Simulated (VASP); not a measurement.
Here is a VASP 6.6.1 calculation.

INCAR

```
SYSTEM = MoS2
PREC = Accurate
ENCUT = 520
EDIFF = 1E-6
ISMEAR = 0
SIGMA = 0.15
LREAL = .FALSE.
LASPH = .TRUE.
NELM = 80
ALGO = Normal
ISIF = 2
LWAVE = .FALSE.
LCHARG = .TRUE.
GGA = PE
LELF = .TRUE.
LVHAR = .TRUE.
NBANDS = 35
```

KPOINTS

```
Automatic mesh
0
G
  8 8 2
  0 0 0
```

POSCAR

```
MoS2
1.0
    3.1690000000      0.0000000000      0.0000000000
   -1.5845000000      2.7444350000      0.0000000000
    0.0000000000      0.0000000000     12.3240000000
Mo S
2 4
Direct
    0.3333333333      0.6666666667      0.2500000000
    0.6666666667      0.3333333333      0.7500000000
    0.3333333333      0.6666666667      0.6230000000
    0.6666666667      0.3333333333      0.1230000000
    0.3333333333      0.6666666667      0.8770000000
    0.6666666667      0.3333333333      0.3770000000
```

Potentials or basis: VASP PAW PBE potentials, release 64 (Mo_sv, S).

Command:

```console
$ cat potpaw_PBE.64/Mo_sv/POTCAR potpaw_PBE.64/S/POTCAR > POTCAR
$ mpirun -np 1 vasp_std > vasp.out
```

Problem. Predict the largest force.

Solution. 0.078 eV/Å.

Problem. Estimate the band gap on the k mesh.

Solution. 0.99 eV (least direct gap 1.94 eV).

Problem. Predict the pressure.

Solution. 1.9 GPa.

Stress tensor (GPa, compression positive):
```
1.73 0.00 0.00
0.00 1.73 0.00
0.00 0.00 2.09
```

Caveat: this functional lacks dispersion, which binds the layers, so the pressure and a relaxed spacing across them are unreliable. A k mesh can miss the band edges.
